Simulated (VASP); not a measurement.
The system is TaN.

```
Ta N
1.0
     0.00000    2.17900    2.17900
     2.17900    0.00000    2.17900
     2.17900    2.17900    0.00000
Ta N
1 1
Cartesian
  2.1790 2.1790 2.1790
  0.0000 0.0000 0.0000
```

Base run:

* Program: VASP 6.6.1
* Functional: RPBE
* Potentials or basis: VASP PAW PBE potentials, release 64 (Ta_pv, N)
* Cutoff: 520 eV
* k mesh: 13 × 13 × 13
* Occupations: fermi-dirac, width 0.1 eV
* Spin: no spin polarisation

Its results: band gap on the k mesh zero (band 8 reaches 11.80 eV, above the bottom of band 9 at 7.79 eV); pressure 20.4 GPa.

Question: After a change of settings the same cell gave: band gap on the k mesh zero (band 8 reaches 11.69 eV, above the bottom of band 9 at 7.68 eV); pressure 15.6 GPa. Which change was it?
A. functional from RPBE to revPBE
B. functional from RPBE to PBEsol
C. functional from RPBE to PBE

Answer: C.

PBE binds more tightly than RPBE, so the same cell stands under less pressure.

Caveats: spin-orbit coupling is left out, which moves the levels of the heavy elements; the PAW data sets were made with another functional, which shifts forces and pressure a little (some runs).
